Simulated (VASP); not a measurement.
# LiH (Fm-3m) in VASP: further runs

LiH is run at these levels: r2SCAN; tasks: single point.

All numbers are computed with VASP 6.6.1; they aren't measurements. Logs are shortened: lines on timing, memory, paths and dates and some standing lists are left out, and cuts for length are marked.

## Step 1: The cell of the first run

The structure is cubic, space group Fm-3m (No. 225). Conventional cell: a = 4.007 Å, b = 4.007 Å, c = 4.007 Å, α = 90.00°, β = 90.00°, γ = 90.00°. Within 2.7 Å of Li (site symmetry m-3m) lie 6 H at 2.00 Å. H (site symmetry m-3m) has 6 Li at 2.00 Å within 2.7 Å.

## Step 2: Single point, r2SCAN

File POSCAR:

```
LiH
1.0
    0.0000000000      2.0035500380      2.0035500380
    2.0035500380      0.0000000000      2.0035500380
    2.0035500380      2.0035500380      0.0000000000
Li H
1 1
Direct
    0.0000000000      0.0000000000      0.0000000000
    0.5000000000      0.5000000000      0.5000000000
```

File INCAR.step1:

```
SYSTEM = LiH
PREC = Accurate ; ENCUT = 520
ISMEAR = -1 ; SIGMA = 0.02
LREAL = .False. ; LASPH = .True.
NELM = 60 ; NBANDS = 9
GGA = PE ; ALGO = Normal
EDIFF = 1E-4 ; LWAVE = .True.
LCHARG = .False.
```

File INCAR.step2:

```
SYSTEM = LiH
PREC = Accurate ; ENCUT = 520
EDIFF = 1E-7 ; ISMEAR = -1
SIGMA = 0.02 ; LREAL = .False.
LASPH = .True. ; NELM = 60
ALGO = Normal ; ISIF = 2
LWAVE = .False. ; LCHARG = .True.
METAGGA = R2SCAN ; LMIXTAU = .True.
LELF = .True. ; LVHAR = .True.
NBANDS = 9 ; ISTART = 1
```

File KPOINTS:

```
Automatic mesh
0
Gamma
  10 10 10
  0 0 0
```

Potentials or basis: VASP PAW PBE potentials, release 64 (Li_sv, H).

Run with:

```console
cat potpaw_PBE.64/Li_sv/POTCAR potpaw_PBE.64/H/POTCAR > POTCAR
cp INCAR.step1 INCAR
mpirun -np 1 vasp_std > vasp.out
cp INCAR.step2 INCAR
mpirun -np 1 vasp_std > vasp.out
```

OUTCAR:

```text
SYSTEM = LiH
   PREC = Accurate
   ENCUT = 520
   EDIFF = 1E-7
   ISMEAR = -1
   LREAL = .False.
   LASPH = .True.
   NELM = 60
   ISIF = 2
   METAGGA = R2SCAN
   ISTART = 1

 ion  position               nearest neighbor table
   1  0.000  0.000  0.000-
   2  0.500  0.500  0.500-

  LATTYP: Found a face centered cubic cell.
 ALAT       =     4.0071000760

  Lattice vectors:

 A1 = (   0.0000000000,   2.0035500380,   2.0035500380)
 A2 = (   2.0035500380,   0.0000000000,   2.0035500380)
 A3 = (   2.0035500380,   2.0035500380,   0.0000000000)

Analysis of symmetry for initial positions (statically):
=====================================================================
 Subroutine PRICEL returns:
 Original cell was already a primitive cell.

 Routine SETGRP: Setting up the symmetry group for a
 face centered cubic supercell.

 Subroutine GETGRP returns: Found 48 space group operations
 (whereof 48 operations were pure point group operations)
 out of a pool of 48 trial point group operations.

The static configuration has the point symmetry O_h .

Analysis of symmetry for dynamics (positions and initial velocities):
=====================================================================
 Subroutine PRICEL returns:
 Original cell was already a primitive cell.

 Routine SETGRP: Setting up the symmetry group for a
 face centered cubic supercell.

 Subroutine GETGRP returns: Found 48 space group operations
 (whereof 48 operations were pure point group operations)
 out of a pool of 48 trial point group operations.

The dynamic configuration has the point symmetry O_h .

 Subroutine INISYM returns: Found 48 space group operations
 (whereof 48 operations are pure point group operations),
 and found     1 'primitive' translations

----------------------------------------------------------------------------------------

                                     Primitive cell

  volume of cell :      16.0854

  direct lattice vectors                    reciprocal lattice vectors
     0.000000000  2.003550038  2.003550038    -0.249557032  0.249557032  0.249557032
     2.003550038  0.000000000  2.003550038     0.249557032 -0.249557032  0.249557032
     2.003550038  2.003550038  0.000000000     0.249557032  0.249557032 -0.249557032

  length of vectors
     2.833447637  2.833447637  2.833447637     0.432245458  0.432245458  0.432245458

  position of ions in fractional coordinates (direct lattice)
     0.000000000  0.000000000  0.000000000
     0.500000000  0.500000000  0.500000000

  ion indices of the primitive-cell ions
   primitive index   ion index
                 1           1
                 2           2

----------------------------------------------------------------------------------------

 KPOINTS: Automatic mesh

Automatic generation of k-mesh.
 Grid dimensions read from file:
 generate k-points for:   10   10   10

 Generating k-lattice:

  Cartesian coordinates                     Fractional coordinates (reciprocal lattice)
    -0.024955703  0.024955703  0.024955703     0.100000000  0.000000000  0.000000000
     0.024955703 -0.024955703  0.024955703     0.000000000  0.100000000  0.000000000
     0.024955703  0.024955703 -0.024955703     0.000000000  0.000000000  0.100000000

  Length of vectors
     0.043224546  0.043224546  0.043224546

  Shift w.r.t. Gamma in fractional coordinates (k-lattice)
     0.000000000  0.000000000  0.000000000

 Subroutine IBZKPT returns following result:
 ===========================================

 Found     47 irreducible k-points:

 Following reciprocal coordinates:
            Coordinates               Weight
  0.000000  0.000000  0.000000      1.000000
  0.100000  0.000000  0.000000      8.000000
  0.200000  0.000000  0.000000      8.000000
  0.300000  0.000000  0.000000      8.000000
  0.400000  0.000000  0.000000      8.000000
  0.500000  0.000000  0.000000      4.000000
[... 16 lines left out ...]
  0.300000  0.300000  0.000000      6.000000
  0.400000  0.300000  0.000000     24.000000
 [... further k-points ...]
   k-points           NKPTS =     47   k-points in BZ     NKDIM =     47   number of bands    NBANDS=      9
   number of dos      NEDOS =    301   number of ions     NIONS =      2
   total plane-waves  NPLWV =  13824
   dimension x,y,z NGX =    24 NGY =   24 NGZ =   24
   dimension x,y,z NGXF=    48 NGYF=   48 NGZF=   48
   ions per type =               1   1
   NGX,Y,Z   is equivalent  to a cutoff of  14.08, 14.08, 14.08 a.u.
   NGXF,Y,Z  is equivalent  to a cutoff of  28.16, 28.16, 28.16 a.u.
 SYSTEM =  LiH
   PREC   = accura    normal or accurate (medium, high low for compatibility)
   ISTART =      1    job   : 0-new  1-cont  2-samecut
   ICHARG =      0    charge: 1-file 2-atom 10-const
   ISPIN  =      1    spin polarized calculation?
   LNONCOLLINEAR =      F non collinear calculations
   LSORBIT =      F    spin-orbit coupling
   LASPH  =      T    aspherical Exc in radial PAW
   ENCUT  =  520.0 eV  38.22 Ry    6.18 a.u.   5.27  5.27  5.27*2*pi/ulx,y,z
   NELM   =     60;   NELMIN=  2; NELMDL=  0     # of ELM steps
   EDIFF  = 0.1E-06   stopping-criterion for ELM
   LREAL  =      F    real-space projection
   EDIFFG = 0.1E-05   stopping-criterion for IOM
   NSW    =      0    number of steps for IOM
   IBRION =     -1    ionic relax: 0-MD 1-quasi-New 2-CG
   NFREE  =      0    steps in history (QN), initial steepest desc. (CG)
   ISIF   =      2    stress and relaxation
   ISYM   =      2    0-nonsym 1-usesym 2-fastsym
   POTIM  = 0.5000    time-step for ionic-motion
   TEBEG  =    0.0;   TEEND  =   0.0 temperature during run
   PSTRESS=    0.0 pullay stress
   NELECT =       4.0000    total number of electrons
   NUPDOWN=      -1.0000    fix difference up-down
   EMIN   =  10.00;   EMAX   =-10.00  energy-range for DOS
   EFERMI =   0.00;   METHOD = LEGACY
   ISMEAR =    -1;   SIGMA  =   0.02  broadening in eV -4-tet -1-fermi 0-gaus
   EFERMI_NEDOS =   21; number of points for ismear=-14 and -15
   IALGO  =     38    algorithm
   IMIX   =      4    mixing-type and parameters
     AMIX     =   0.40;   BMIX     =  1.00
     AMIX_MAG =   1.60;   BMIX_MAG =  1.00
  volume/ion in A,a.u.               =       8.04        54.27
  Fermi-wavevector in a.u.,A,eV,Ry     =   1.029480  1.945435 14.419854  1.059829
  Thomas-Fermi vector in A             =   2.163530
   LORBIT       =      0    0 simple, 1 ext, 2 COOP (PROOUT), +10 PAW based schemes
   METAGGA = R2SCAN    functional components
   LHFCALC =     F    Hartree Fock is set to
   AEXX    =    0.0000 exact exchange contribution
   IVDW    =     0    specifies the selected vdW correction
   LEPSILON=     F    determine dielectric tensor
   LRPA    =     F    only Hartree local field effects (RPA)
 non-spin polarized calculation
  energy-cutoff  :      520.00
  volume of cell :       16.09
 maximum number of plane-waves:       444
 NGX is ok and might be reduce to    24
   NGX = 11   NGY = 11   NGZ = 11

 number of electron       3.9999995 magnetization

 Free energy of the ion-electron system (eV)
  ---------------------------------------------------
  ext. energy  EPLUGINS =         0.00000000
  ---------------------------------------------------
  free energy    TOTEN  =        -6.81757208 eV

  energy without entropy =       -6.81757208  energy(sigma->0) =       -6.81757208

 E-fermi :   0.3060     XC(G=0):  -8.8273

 val. band max:       -0.1817998802   @ k =   0.5000   0.5000   0.0000
 cond. band min:       3.4005547177   @ k =   0.5000   0.5000   0.0000
 fundamental gap:      3.5823545979
 Fermi energy:         0.3059921836

 k-point     1 :       0.0000    0.0000    0.0000
  band No.  band energies     occupation
      1     -45.9144      2.00000
      2      -5.6314      2.00000
      3      17.4728      0.00000
      4      19.2285      0.00000
      5      19.2285      0.00000
      6      19.2291      0.00000
      7      23.6559      0.00000
      8      23.6559      0.00000
      9      23.6560      0.00000

 k-point     2 :       0.1000    0.0000    0.0000
  band No.  band energies     occupation
      1     -45.9102      2.00000
      2      -5.4512      2.00000
      3      15.6967      0.00000
      4      18.2151      0.00000
      5      18.7746      0.00000
      6      18.7751      0.00000
      7      23.4265      0.00000
      8      24.6362      0.00000
      9      24.6364      0.00000

 k-point     3 :       0.2000    0.0000    0.0000
  band No.  band energies     occupation
      1     -45.8990      2.00000
      2      -4.9256      2.00000
      3      12.1701      0.00000
      4      16.8808      0.00000
      5      18.0936      0.00000
      6      18.0941      0.00000
      7      24.4219      0.00000
      8      24.4222      0.00000
      9      24.4742      0.00000

 k-point     4 :       0.3000    0.0000    0.0000
  band No.  band energies     occupation
      1     -45.8851      2.00000
      2      -4.1219      2.00000
      3       8.8770      0.00000
      4      15.7548      0.00000
      5      17.7311      0.00000
      6      17.7315      0.00000
      7      22.1140      0.00000
      8      22.1142      0.00000
      9      26.1764      0.00000
[... 205 lines left out ...]
 k-point    22 :      -0.2000    0.2000    0.0000
  band No.  band energies     occupation
      1     -45.8804      2.00000
      2      -3.7759      2.00000
      3      10.2336      0.00000
      4      10.3671      0.00000
      5      17.3897      0.00000
      6      18.3491      0.00000
      7      22.7455      0.00000
      8      25.4858      0.00000
      9      26.7673      0.00000

 k-point    23 :       0.3000    0.3000    0.0000
  band No.  band energies     occupation
      1     -45.8759      2.00000
      2      -3.3559      2.00000
      3       9.1427      0.00000
      4      13.0725      0.00000
      5      13.0727      0.00000
      6      16.4095      0.00000
      7      19.1589      0.00000
      8      29.9873      0.00000
      9      33.0691      0.00000

 k-point    24 :       0.4000    0.3000    0.0000
  band No.  band energies     occupation
      1     -45.8672      2.00000
      2      -2.4539      2.00000
      3       7.1690      0.00000
      4      11.2271      0.00000
      5      12.6073      0.00000
      6      17.3049      0.00000
      7      19.1866      0.00000
      8      31.0701      0.00000
      9      31.7352      0.00000

 [... further k-points ...]
[... 5 lines left out ...]
  --------------------------------------------------------------------------------------
  -------------------------------------------------------------------------------------
  Total       -0.0567536     -0.0567536     -0.0567536      0.0000000      0.0000000     -0.0000000
  in kB       -5.6529309     -5.6529309     -5.6529309      0.0000000      0.0000000     -0.0000000
  external PRESSURE =      -5.6529309 kB  Pullay stress =       0.0000000 kB

 VOLUME and BASIS-vectors are now :
 -----------------------------------------------------------------------------
  energy-cutoff  :      520.00
  volume of cell :       16.09
      direct lattice vectors                 reciprocal lattice vectors
     0.000000000  2.003550038  2.003550038    -0.249557032  0.249557032  0.249557032
     2.003550038  0.000000000  2.003550038     0.249557032 -0.249557032  0.249557032
     2.003550038  2.003550038  0.000000000     0.249557032  0.249557032 -0.249557032

 POSITION                                       TOTAL-FORCE (eV/Angst)
 -----------------------------------------------------------------------------------
      0.00000      0.00000      0.00000         0.000000     -0.000000      0.000000
      2.00355      2.00355      2.00355        -0.000000      0.000000     -0.000000
 -----------------------------------------------------------------------------------
    total drift:                                0.000000     -0.000000     -0.000000

  FREE ENERGIE OF THE ION-ELECTRON SYSTEM (eV)
  ---------------------------------------------------
  free  energy   TOTEN  =        -6.8175720825 eV

  energy  without entropy=       -6.8175720825  energy(sigma->0) =       -6.81757208
```

Wall time 25 s (1 thread of Intel Xeon 6975P-C, shared host); peak memory 0.14 GiB.

What came out:

```yaml
Free_energy: -6.8176 eV
Band_gap_on_the_k_mesh: 3.58 eV, direct
```

Caveat: the cutoff is under 1.25 times the usual one of these potentials, so pressure, stress and relaxed cells hold a basis-set (Pulay) error; the PAW data sets were made with another functional, which shifts forces and pressure a little. A k mesh can miss the band edges.

## Step 3: Single point, r2SCAN

POSCAR is that of step 2.

File INCAR.step1:

```
SYSTEM = LiH
  PREC = Accurate
  ENCUT = 520
  ISMEAR = 0
  SIGMA = 0.01
  LREAL = .False.
  LASPH = .True.
  NELM = 100
  NBANDS = 9
  GGA = PE
  ALGO = Normal
  EDIFF = 1E-4
  LWAVE = .True.
  LCHARG = .False.
```

File INCAR.step2:

```
SYSTEM = LiH
  PREC = Accurate
  ENCUT = 520
  EDIFF = 1E-6
  ISMEAR = 0
  SIGMA = 0.01
  LREAL = .False.
  LASPH = .True.
  NELM = 100
  ALGO = Normal
  ISIF = 2
  LWAVE = .False.
  LCHARG = .True.
  METAGGA = R2SCAN
  LMIXTAU = .True.
  LELF = .True.
  LVHAR = .True.
  NBANDS = 9
  ISTART = 1
```

File KPOINTS:

```
regular mesh
0
Gamma
  10 10 10
  0 0 0
```

Potentials or basis: VASP PAW PBE potentials, release 64 (Li_sv, H).

Run with:

```console
cat potpaw_PBE.64/Li_sv/POTCAR potpaw_PBE.64/H/POTCAR > POTCAR
cp INCAR.step1 INCAR
mpirun -np 1 vasp_std > vasp.out
cp INCAR.step2 INCAR
mpirun -np 1 vasp_std > vasp.out
```

Wall time 19 s (1 thread of Intel Xeon 6975P-C, shared host); peak memory 0.14 GiB.

It converged, with:

* Free energy: -6.8176 eV
* Band gap on the k mesh: 3.58 eV, direct

Levels at points of the mesh, in eV from the valence-band top:
```tsv
k point	band 1	band 2	band 3	band 4	band 5	band 6	band 7
(0.00, 0.00, 0.00)	-45.74	-5.45	17.65	19.42	19.42	19.42	23.83
(0.50, 0.00, 0.00)	-45.69	-2.64	5.67	14.95	18.17	18.17	19.82
(0.50, 0.50, 0.00)	-45.68	0.00	3.58	11.75	11.75	15.05	19.20
```

Caveat: the cutoff is under 1.25 times the usual one of these potentials, so pressure, stress and relaxed cells hold a basis-set (Pulay) error; the PAW data sets were made with another functional, which shifts forces and pressure a little.
